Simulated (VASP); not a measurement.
Set up this calculation in VASP 6.6.1, as the native input.

```yaml
Task: single point
Functional: PBE
Potentials_or_basis: VASP PAW PBE potentials, release 64 (Co)
Cutoff: 520 eV
k_mesh: 18 × 18 × 17
Occupations: fermi-dirac, width 0.1 eV
Spin: collinear spin, ferromagnetic start
Starting_moments: "[1.7] μB"
Dipole_correction: no
Further_INCAR_settings: ALGO = Normal; EDIFF = 1e-06; NBANDS = 14
```

The structure of Co lies in POSCAR:

```
Co
1.0
    2.4484686119      0.0000000000      0.0000000000
   -1.2242343060      2.1204360183      0.0000000000
    0.0000000000      0.0000000000      2.3153972186
Co
1
Direct
    0.0000000000      0.0000000000      0.0000000000
```

These files were run (other wordings do the same):

INCAR

```
SYSTEM = Co
PREC = Accurate
ENCUT = 520
EDIFF = 1E-6
ISMEAR = -1
SIGMA = 0.1
LREAL = .False.
LASPH = .True.
NELM = 150
ALGO = Normal
ISIF = 2
LWAVE = .False.
LCHARG = .False.
ISPIN = 2
MAGMOM = 1.7
LORBIT = 11
LMAXMIX = 4
GGA = PE
NBANDS = 14
```

KPOINTS

```
regular mesh
0
Gamma
  18 18 17
  0 0 0
```

Potentials or basis: VASP PAW PBE potentials, release 64 (Co).

Command:

```bash
$ cat potpaw_PBE.64/Co/POTCAR > POTCAR
$ mpirun -np 1 vasp_std > vasp.out
```

It gave:

| Item | Value |
| --- | --- |
| Pressure | -0.7 GPa |
| Net moment | 1.76 μB per cell |
| Site moments | Co +1.77 μB |
| Valence electrons inside the program's atomic spheres | Co 8.19 |

It took 65 s on 1 thread of Intel(R) Xeon(R) Platinum 8559C (Emerald Rapids) (shared host), peak memory 0.2 GiB.
